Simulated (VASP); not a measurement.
Input of a VASP 6.6.1 run:

INCAR

```
  PREC = Accurate
  ENCUT = 520
  EDIFF = 1E-7
  ISMEAR = -1
  SIGMA = 0.15
  LREAL = F
  LASPH = T
  NELM = 100
  ALGO = Normal
  ISIF = 2
  LWAVE = F
  LCHARG = T
  GGA = PE
  LELF = T
  LVHAR = T
  NBANDS = 20
```

File KPOINTS:

```
regular mesh
0
Gamma
  8 8 8
```

The input POSCAR:

```
Be3SnN
1.0
    4.4897833561      0.0000000000      0.0000000000
    0.0000000000      4.4897833561      0.0000000000
    0.0000000000      0.0000000000      4.4897833561
Be Sn N
3 1 1
Direct
    0.0000000000      0.5000000000      0.5000000000
    0.5000000000      0.0000000000      0.5000000000
    0.5000000000      0.5000000000      0.0000000000
    0.5000000000      0.5000000000      0.5000000000
    0.0000000000      0.0000000000      0.0000000000
```

Potentials or basis: VASP PAW PBE potentials, release 64 (Be, Sn_d, N).

Command:

```bash
$ cat potpaw_PBE.64/Be/POTCAR potpaw_PBE.64/Sn_d/POTCAR potpaw_PBE.64/N/POTCAR > POTCAR
$ mpirun -np 1 vasp_std > vasp.out
```

(1) What does it give for the pressure?

Results:

(1) -0.1 GPa.
